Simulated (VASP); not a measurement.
Crystal: BiRu (rocksalt type).

```
CELL_PARAMETERS angstrom
0.00000 2.77474 2.77474
2.77474 0.00000 2.77474
2.77474 2.77474 0.00000
ATOMIC_POSITIONS crystal
Ru 0.00000 0.00000 0.00000
Bi 0.50000 0.50000 0.50000
```

Base run:

| Quantity | Value |
| --- | --- |
| Program | VASP 6.6.1 |
| Functional | PBE |
| Potentials or basis | VASP PAW PBE potentials, release 64 (Ru_pv, Bi_d) |
| Cutoff | 520 eV |
| k mesh | 10 × 10 × 10 |
| Occupations | fermi-dirac, width 0.05 eV |
| Spin | no spin polarisation |

Its results: pressure 0.1 GPa.

Question: The run is repeated on the same cell with these changes: spin from no spin polarisation to non-collinear spin, zero start, spin-orbit coupling; further incar settings from ALGO = Normal; EDIFF = 1e-06; NBANDS = 22 to ALGO = Normal; EDIFF = 1e-07; NBANDS = 41. What comes out?

Answer: Pressure 0.5 GPa; net moment 0.00 μB per cell.
